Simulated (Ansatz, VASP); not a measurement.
**Si2Bi2Te: VASP beside Ansatz**

```
Si Bi Te
1.0
    -3.06377    3.06377    3.98849
     3.06377   -3.06377    3.98849
     3.06377    3.06377   -3.98849
Si Bi Te
2 2 1
Direct
  0.85679 0.85679 0.00000
  0.14321 0.14321 0.00000
  0.50000 0.00000 0.50000
  0.00000 0.50000 0.50000
  0.50000 0.50000 0.00000
```

Alike in both runs: functional PBE; k mesh 8 × 8 × 8; occupations gaussian, width 0.1 eV; no spin polarisation.

Ansatz relaxed the structure, and its values are those at the end. VASP's run is a single point on that final structure, the one shown.

```csv
,VASP,Ansatz
version,VASP 6.6.1,Ansatz 0.2.0
potentials or method,"VASP PAW PBE potentials, release 64 (Si, Bi_d, Te), cutoff 520 eV","scalar-relativistic, plane waves, PAW"
valence electrons in the cell,44,54
```

|  | VASP | Ansatz | Ansatz less VASP |
| --- | --- | --- | --- |
| gap on the k mesh at the Fermi level (eV) | none | none | - |
| pressure (GPa) | 0.0 | 0.0 | +0.04 |

A gap of «none» marks a metal or a gap that the smearing closes. VASP's potentials hold 44 valence electrons a cell and Ansatz's 54, so a difference there can come from the potentials and not from the codes.

Neither program's run includes spin-orbit coupling.
